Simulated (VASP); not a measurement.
# TiAl3 (I4/mmm) in VASP: notebook

Aim: see how the results for TiAl3 move with the level of theory and the settings. Levels: PBE, RPBE, revPBE. Tasks: single point.

Everything below comes from runs of VASP 6.6.1. Logs are shortened: lines on timing, memory, paths and dates and some standing lists are left out, and cuts for length are marked.

**1. The cell of the first run**

Symmetry: I4/mmm, No. 139, tetragonal system. The conventional cell has a = 3.873 Å, b = 3.873 Å, c = 8.674 Å, α = 90.00°, β = 90.00°, γ = 90.00°. Ti (site symmetry 4/mmm) has 12 Al at 2.74 to 2.91 Å within 3.6 Å. Al (site symmetry -4m2) has 8 Al at 2.74 to 2.91 Å and 4 Ti at 2.91 Å within 3.6 Å. Within 3.6 Å of Al (site symmetry 4/mmm) lie 4 Ti at 2.74 Å and 8 Al at 2.91 Å.

**2. Single point, PBE (volume scaled by 1.04)**

INCAR

```
SYSTEM = TiAl3
PREC     = Accurate       ! precision mode
ENCUT    = 520            ! plane-wave cutoff, eV
EDIFF    = 1E-6           ! SCF threshold, eV
ISMEAR   = -1             ! smearing method
SIGMA    = 0.05           ! smearing width, eV
LREAL    = .False.        ! projectors in reciprocal space
LASPH    = .True.         ! aspherical terms in the spheres
NELM     = 60             ! most SCF steps
ALGO     = Normal         ! electronic algorithm
ISIF     = 2              ! what is computed and relaxed
LWAVE    = .False.        ! write WAVECAR
LCHARG   = .True.         ! write CHGCAR
GGA      = PE             ! functional
LELF     = .True.         ! ELF
LVHAR    = .True.       
NBANDS   = 18             ! bands
```

KPOINTS

```
Automatic mesh
0
Gamma
  10 10 10
  0 0 0
```

POSCAR

```
TiAl3
1.0
   -1.9362557970      1.9362557970      4.3369998440
    1.9362557970     -1.9362557970      4.3369998440
    1.9362557970      1.9362557970     -4.3369998440
Ti Al
1 3
Direct
    0.0000000000      0.0000000000      0.0000000000
    0.2500000000      0.7500000000      0.5000000000
    0.7500000000      0.2500000000      0.5000000000
    0.5000000000      0.5000000000      0.0000000000
```

Potentials or basis: VASP PAW PBE potentials, release 64 (Ti_sv, Al).

Launch:

```console
> cat potpaw_PBE.64/Ti_sv/POTCAR potpaw_PBE.64/Al/POTCAR > POTCAR
> mpirun -np 1 vasp_std > vasp.out
```

OUTCAR:

```text
SYSTEM = TiAl3
   PREC = Accurate
   ENCUT = 520
   EDIFF = 1E-6
   ISMEAR = -1
   LREAL = .False.
   LASPH = .True.
   NELM = 60
   ISIF = 2
   GGA = PE

 ion  position               nearest neighbor table
   1  0.000  0.000  0.000-   4 2.74   4 2.74   4 2.74   4 2.74   3 2.91   3 2.91   2 2.91   2 2.91
                             3 2.91   2 2.91   3 2.91   2 2.91
   2  0.250  0.750  0.500-   3 2.74   3 2.74   3 2.74   3 2.74   1 2.91   1 2.91   4 2.91   4 2.91
                             4 2.91   1 2.91   4 2.91   1 2.91
   3  0.750  0.250  0.500-   2 2.74   2 2.74   2 2.74   2 2.74   4 2.91   4 2.91   1 2.91   1 2.91
                             4 2.91   1 2.91   4 2.91   1 2.91
   4  0.500  0.500  0.000-   1 2.74   1 2.74   1 2.74   1 2.74   2 2.91   2 2.91   3 2.91   3 2.91
                             3 2.91   2 2.91   3 2.91   2 2.91

  LATTYP: Found a body centered tetragonal cell.
 ALAT       =     3.8725115940
 C/A-ratio  =     2.2398899209

  Lattice vectors:

 A1 = (  -1.9362557970,   1.9362557970,   4.3369998440)
 A2 = (   1.9362557970,  -1.9362557970,   4.3369998440)
 A3 = (   1.9362557970,   1.9362557970,  -4.3369998440)

Analysis of symmetry for initial positions (statically):
=====================================================================
 Subroutine PRICEL returns:
 Original cell was already a primitive cell.

 Routine SETGRP: Setting up the symmetry group for a
 body centered tetragonal supercell.

 Subroutine GETGRP returns: Found 16 space group operations
 (whereof 16 operations were pure point group operations)
 out of a pool of 16 trial point group operations.

The static configuration has the point symmetry D_4h.

Analysis of symmetry for dynamics (positions and initial velocities):
=====================================================================
 Subroutine PRICEL returns:
 Original cell was already a primitive cell.

 Routine SETGRP: Setting up the symmetry group for a
 body centered tetragonal supercell.

 Subroutine GETGRP returns: Found 16 space group operations
 (whereof 16 operations were pure point group operations)
 out of a pool of 16 trial point group operations.

The dynamic configuration has the point symmetry D_4h.

 Subroutine INISYM returns: Found 16 space group operations
 (whereof 16 operations are pure point group operations),
 and found     1 'primitive' translations

----------------------------------------------------------------------------------------

[... 98 lines left out ...]
   EDIFFG = 0.1E-04   stopping-criterion for IOM
   NSW    =      0    number of steps for IOM
   IBRION =     -1    ionic relax: 0-MD 1-quasi-New 2-CG
   NFREE  =      0    steps in history (QN), initial steepest desc. (CG)
   ISIF   =      2    stress and relaxation
   ISYM   =      2    0-nonsym 1-usesym 2-fastsym
   POTIM  = 0.5000    time-step for ionic-motion
   TEBEG  =    0.0;   TEEND  =   0.0 temperature during run
   PSTRESS=    0.0 pullay stress
   NELECT =      21.0000    total number of electrons
   NUPDOWN=      -1.0000    fix difference up-down
   EMIN   =  10.00;   EMAX   =-10.00  energy-range for DOS
   EFERMI =   0.00;   METHOD = LEGACY
   ISMEAR =    -1;   SIGMA  =   0.05  broadening in eV -4-tet -1-fermi 0-gaus
   EFERMI_NEDOS =   21; number of points for ismear=-14 and -15
   IALGO  =     38    algorithm
   IMIX   =      4    mixing-type and parameters
     AMIX     =   0.40;   BMIX     =  1.00
     AMIX_MAG =   1.60;   BMIX_MAG =  1.00
  volume/ion in A,a.u.               =      16.26       109.73
  Fermi-wavevector in a.u.,A,eV,Ry     =   1.123112  2.122373 17.162117  1.261380
  Thomas-Fermi vector in A             =   2.259776
   LORBIT       =      0    0 simple, 1 ext, 2 COOP (PROOUT), +10 PAW based schemes
   GGA     = PE    functional components
   LHFCALC =     F    Hartree Fock is set to
   AEXX    =    0.0000 exact exchange contribution
   IVDW    =     0    specifies the selected vdW correction
   LEPSILON=     F    determine dielectric tensor
   LRPA    =     F    only Hartree local field effects (RPA)
 non-spin polarized calculation
  energy-cutoff  :      520.00
  volume of cell :       65.04
 maximum number of plane-waves:      1771
 NGX is ok and might be reduce to    40
   NGX = 19   NGY = 19   NGZ = 19

 number of electron      21.0000001 magnetization

 Free energy of the ion-electron system (eV)
  ---------------------------------------------------
  ext. energy  EPLUGINS =         0.00000000
  ---------------------------------------------------
  free energy    TOTEN  =       -20.66055910 eV

  energy without entropy =      -20.64659688  energy(sigma->0) =      -20.65357799

 E-fermi :   7.9665     XC(G=0): -10.6383

 val. band max:        7.9650325030   @ k =   0.2000  -0.0000   0.0000
 cond. band min:       7.9671773502   @ k =  -0.3000  -0.3000   0.2000
 fundamental gap:      0.0021448471
 Fermi energy:         7.9665451074

 k-point     1 :       0.0000    0.0000    0.0000
  band No.  band energies     occupation
      1     -48.5889      2.00000
      2     -24.8959      2.00000
      3     -24.8959      2.00000
      4     -24.8189      2.00000
      5      -1.9511      2.00000
      6       5.1388      2.00000
[... 481 lines left out ...]
      5       1.2532      2.00000
      6       2.3588      2.00000
[... 10 lines left out ...]
     17      12.5861      0.00000
     18      13.8101      0.00000

 [... further k-points ...]

------------------------ aborting loop because EDIFF is reached ----------------------------------------

  FORCE on cell =-STRESS in cart. coord.  units (eV):
  Direction    XX          YY          ZZ          XY          YZ          ZX
  --------------------------------------------------------------------------------------
  -------------------------------------------------------------------------------------
  Total       -0.8806828     -0.8806828     -0.8540764      0.0000000      0.0000000      0.0000000
  in kB      -21.6947789    -21.6947789    -21.0393571      0.0000000      0.0000000      0.0000000
  external PRESSURE =     -21.4763050 kB  Pullay stress =       0.0000000 kB

 VOLUME and BASIS-vectors are now :
 -----------------------------------------------------------------------------
  energy-cutoff  :      520.00
  volume of cell :       65.04
      direct lattice vectors                 reciprocal lattice vectors
    -1.936255797  1.936255797  4.336999844     0.000000000  0.258230344  0.115287069
     1.936255797 -1.936255797  4.336999844     0.258230344  0.000000000  0.115287069
     1.936255797  1.936255797 -4.336999844     0.258230344  0.258230344  0.000000000

 POSITION                                       TOTAL-FORCE (eV/Angst)
 -----------------------------------------------------------------------------------
      0.00000      0.00000      0.00000         0.000000      0.000000     -0.000000
      1.93626      0.00000      2.16850         0.000000     -0.000000     -0.000000
      0.00000      1.93626      2.16850        -0.000000     -0.000000      0.000000
      0.00000      0.00000      4.33700         0.000000      0.000000     -0.000000
 -----------------------------------------------------------------------------------
    total drift:                               -0.000000     -0.000000     -0.000000

  FREE ENERGIE OF THE ION-ELECTRON SYSTEM (eV)
  ---------------------------------------------------
  free  energy   TOTEN  =       -20.6605590974 eV

  energy  without entropy=      -20.6465968825  energy(sigma->0) =      -20.65357799
```

OSZICAR:

```text
N       E                     dE             d eps       ncg     rms          rms(c)
DAV:   1     0.117918558964E+03    0.11792E+03   -0.91167E+03  3672   0.107E+03
DAV:   2    -0.139714540605E+02   -0.13189E+03   -0.12836E+03  3728   0.279E+02
DAV:   3    -0.225049218959E+02   -0.85335E+01   -0.83756E+01  5878   0.654E+01
DAV:   4    -0.227433051457E+02   -0.23838E+00   -0.23789E+00  4496   0.101E+01
DAV:   5    -0.227520167501E+02   -0.87116E-02   -0.87103E-02  5706   0.193E+00    0.107E+01
DAV:   6    -0.215544767656E+02    0.11975E+01   -0.21964E+01  5022   0.348E+01    0.742E+00
DAV:   7    -0.207543002677E+02    0.80018E+00   -0.94922E+00  4684   0.213E+01    0.299E+00
DAV:   8    -0.207345582266E+02    0.19742E-01   -0.14226E+00  4688   0.911E+00    0.210E+00
DAV:   9    -0.206603247742E+02    0.74233E-01   -0.50113E-01  4762   0.517E+00    0.242E-01
DAV:  10    -0.206622836278E+02   -0.19589E-02   -0.11433E-02  4420   0.683E-01    0.299E-01
DAV:  11    -0.206605614851E+02    0.17221E-02   -0.71149E-03  5122   0.556E-01    0.450E-02
DAV:  12    -0.206605585234E+02    0.29617E-05   -0.26615E-04  4792   0.108E-01    0.326E-02
DAV:  13    -0.206605590974E+02   -0.57403E-06   -0.48137E-06  4334   0.162E-02
   1 F= -.20660559E+02 E0= -.20653578E+02  d E =-.139622E-01
```

Run time: 2.3 min. Hardware: 1 thread of Intel Xeon Platinum 8375C at 2.90GHz (Ice Lake), shared host; peak memory 0.3 GiB.

Results:

```
Free energy : -20.6606 eV
Pressure    : -2.1 GPa
```

Levels at points of the mesh, in eV from the Fermi level:
| k point | band 9 | band 10 | band 11 | band 12 | band 13 | band 14 |
| --- | --- | --- | --- | --- | --- | --- |
| (0.00, 0.00, 0.00) | -1.19 | -1.19 | 0.80 | 1.67 | 1.67 | 2.22 |
| (0.50, 0.00, 0.00) | -1.03 | -0.23 | 0.49 | 1.73 | 2.04 | 2.61 |
| (0.50, 0.50, 0.00) | -2.67 | -2.18 | -0.94 | 1.69 | 1.87 | 2.64 |
| (0.50, 0.50, 0.50) | -0.93 | -0.21 | 0.70 | 0.70 | 0.91 | 3.01 |

Caveat: the cell differs from its parent crystal (volume scaled by 1.04).

**3. Single point, PBE (volume scaled by 1.06)**

INCAR

```
PREC     = Accurate       # precision mode
ENCUT    = 520            # plane-wave cutoff, eV
EDIFF    = 1E-7           # SCF threshold, eV
ISMEAR   = -1             # smearing method
SIGMA    = 0.05           # smearing width, eV
LREAL    = False          # projectors in reciprocal space
LASPH    = True           # aspherical terms in the spheres
NELM     = 80             # most SCF steps
ALGO     = Normal         # electronic algorithm
ISIF     = 2              # what is computed and relaxed
LWAVE    = False          # write WAVECAR
LCHARG   = False          # write CHGCAR
GGA      = PE             # functional
NBANDS   = 18             # bands
```

KPOINTS

```
regular mesh
0
Gamma
  10 10 10
```

POSCAR

```
TiAl3
1.0
   -1.9485889690      1.9485889690      4.3646247916
    1.9485889690     -1.9485889690      4.3646247916
    1.9485889690      1.9485889690     -4.3646247916
Ti Al
1 3
Direct
    0.0000000000      0.0000000000      0.0000000000
    0.2500000000      0.7500000000      0.5000000000
    0.7500000000      0.2500000000      0.5000000000
    0.5000000000      0.5000000000      0.0000000000
```

Potentials or basis: VASP PAW PBE potentials, release 64 (Ti_sv, Al).

Launch:

```console
> cat potpaw_PBE.64/Ti_sv/POTCAR potpaw_PBE.64/Al/POTCAR > POTCAR
> mpirun -np 1 vasp_std > vasp.out
```

OUTCAR:

```text
PREC = Accurate
   ENCUT = 520
   EDIFF = 1E-7
   ISMEAR = -1
   LREAL = False
   LASPH = True
   NELM = 80
   ISIF = 2
   GGA = PE

 ion  position               nearest neighbor table
   1  0.000  0.000  0.000-   4 2.76   4 2.76   4 2.76   4 2.76   3 2.93   3 2.93   2 2.93   2 2.93
                             3 2.93   2 2.93   3 2.93   2 2.93
   2  0.250  0.750  0.500-   3 2.76   3 2.76   3 2.76   3 2.76   1 2.93   1 2.93   4 2.93   4 2.93
                             4 2.93   1 2.93   4 2.93   1 2.93
   3  0.750  0.250  0.500-   2 2.76   2 2.76   2 2.76   2 2.76   4 2.93   4 2.93   1 2.93   1 2.93
[... 709 lines left out ...]
  --------------------------------------------------------------------------------------
  -------------------------------------------------------------------------------------
  Total       -1.6147348     -1.6147348     -1.5424438      0.0000000     -0.0000000      0.0000000
  in kB      -39.0269320    -39.0269320    -37.2797110      0.0000000     -0.0000000      0.0000000
  external PRESSURE =     -38.4445250 kB  Pullay stress =       0.0000000 kB

 VOLUME and BASIS-vectors are now :
 -----------------------------------------------------------------------------
  energy-cutoff  :      520.00
  volume of cell :       66.29
      direct lattice vectors                 reciprocal lattice vectors
    -1.948588969  1.948588969  4.364624792     0.000000000  0.256595931  0.114557384
     1.948588969 -1.948588969  4.364624792     0.256595931  0.000000000  0.114557384
     1.948588969  1.948588969 -4.364624792     0.256595931  0.256595931  0.000000000

 POSITION                                       TOTAL-FORCE (eV/Angst)
 -----------------------------------------------------------------------------------
      0.00000      0.00000      0.00000        -0.000000     -0.000000     -0.000000
      1.94859      0.00000      2.18231         0.000000     -0.000000      0.000000
      0.00000      1.94859      2.18231        -0.000000      0.000000      0.000000
      0.00000      0.00000      4.36462        -0.000000     -0.000000     -0.000000
 -----------------------------------------------------------------------------------
    total drift:                               -0.000000     -0.000000     -0.000000

  FREE ENERGIE OF THE ION-ELECTRON SYSTEM (eV)
  ---------------------------------------------------
  free  energy   TOTEN  =       -20.6375532735 eV

  energy  without entropy=      -20.6233140969  energy(sigma->0) =      -20.63043369
```

stdout:

```text
POSCAR found type information on POSCAR TiAl
 POSCAR found :  2 types and       4 ions
 scaLAPACK will be used
 LDA part: xc-table for (Slater+PW92), standard interpolation
 POSCAR, INCAR and KPOINTS ok, starting setup
 FFT: planning ... GRIDC
 FFT: planning ... GRID_SOFT
 FFT: planning ... GRID
 WAVECAR not read
 entering main loop
```

It took 2.8 min on 1 thread of Intel Xeon Platinum 8375C at 2.90GHz (Ice Lake), shared host; peak memory 0.31 GiB.

Results:

| Quantity | Value |
| --- | --- |
| Free energy | -20.6376 eV |
| Pressure | -3.8 GPa |

Levels at points of the mesh, in eV from the Fermi level:
| k point | band 7 | band 8 | band 9 | band 10 | band 11 | band 12 | band 13 | band 14 | band 15 | band 16 |
| --- | --- | --- | --- | --- | --- | --- | --- | --- | --- | --- |
| (0.00, 0.00, 0.00) | -2.54 | -1.29 | -1.17 | -1.17 | 0.79 | 1.64 | 1.64 | 2.10 | 2.24 | 3.51 |
| (0.50, 0.00, 0.00) | -3.47 | -2.96 | -1.01 | -0.22 | 0.48 | 1.68 | 2.01 | 2.56 | 3.05 | 4.24 |
| (0.50, 0.50, 0.00) | -4.30 | -3.62 | -2.65 | -2.16 | -0.92 | 1.64 | 1.82 | 2.61 | 2.66 | 2.94 |
| (0.50, 0.50, 0.50) | -1.91 | -0.93 | -0.93 | -0.20 | 0.69 | 0.69 | 0.89 | 2.98 | 4.29 | 5.84 |

Caveat: the cell differs from its parent crystal (volume scaled by 1.06).

**4. Single point, RPBE**

This run uses another cell than the first one, of 15.63 Å³/atom, 0.962 times its volume.

INCAR

```
PREC     = Accurate       # precision mode
ENCUT    = 520            # plane-wave cutoff, eV
EDIFF    = 1E-6           # SCF threshold, eV
ISMEAR   = -1             # smearing method
SIGMA    = 0.05           # smearing width, eV
LREAL    = F              # projectors in reciprocal space
LASPH    = T              # aspherical terms in the spheres
NELM     = 60             # most SCF steps
ALGO     = Fast           # electronic algorithm
ISIF     = 2              # what is computed and relaxed
LWAVE    = F              # write WAVECAR
LCHARG   = T              # write CHGCAR
GGA      = RP             # functional
LELF     = T              # ELF
LVHAR    = T            
NBANDS   = 18             # bands
```

KPOINTS

```
Automatic mesh
0
Gamma
  10 10 10
```

POSCAR

```
TiAl3
1.0
   -1.9111067713      1.9111067713      4.2806687947
    1.9111067713     -1.9111067713      4.2806687947
    1.9111067713      1.9111067713     -4.2806687947
Ti Al
1 3
Direct
    0.0000000000      0.0000000000      0.0000000000
    0.2500000000      0.7500000000      0.5000000000
    0.7500000000      0.2500000000      0.5000000000
    0.5000000000      0.5000000000      0.0000000000
```

Launch:

```console
> cat potpaw_PBE.64/Ti_sv/POTCAR potpaw_PBE.64/Al/POTCAR > POTCAR
> mpirun -np 1 vasp_std > vasp.out
```

It took 7.3 min on 1 thread of Intel Xeon Platinum 8259CL at 2.50GHz (Skylake/Cascade Lake), shared host; peak memory 0.31 GiB.

The run converged. Its results:

* Free energy: -19.4906 eV
* Pressure: 4.2 GPa

Stress tensor (GPa, compression positive):
```
4.29 0.00 0.00
0.00 4.29 0.00
0.00 0.00 3.88
```

Levels at points of the mesh, in eV from the Fermi level:
| k point | band 9 | band 10 | band 11 | band 12 | band 13 | band 14 |
| --- | --- | --- | --- | --- | --- | --- |
| (0.00, 0.00, 0.00) | -1.23 | -1.23 | 0.84 | 1.74 | 1.74 | 2.20 |
| (0.50, 0.00, 0.00) | -1.06 | -0.26 | 0.52 | 1.85 | 2.08 | 2.74 |
| (0.50, 0.50, 0.00) | -2.74 | -2.21 | -0.99 | 1.80 | 1.99 | 2.69 |
| (0.50, 0.50, 0.50) | -0.93 | -0.24 | 0.72 | 0.72 | 0.96 | 3.07 |

Caveat: the PAW data sets were made with another functional, which shifts forces and pressure a little.

[end of part 1 of 2]
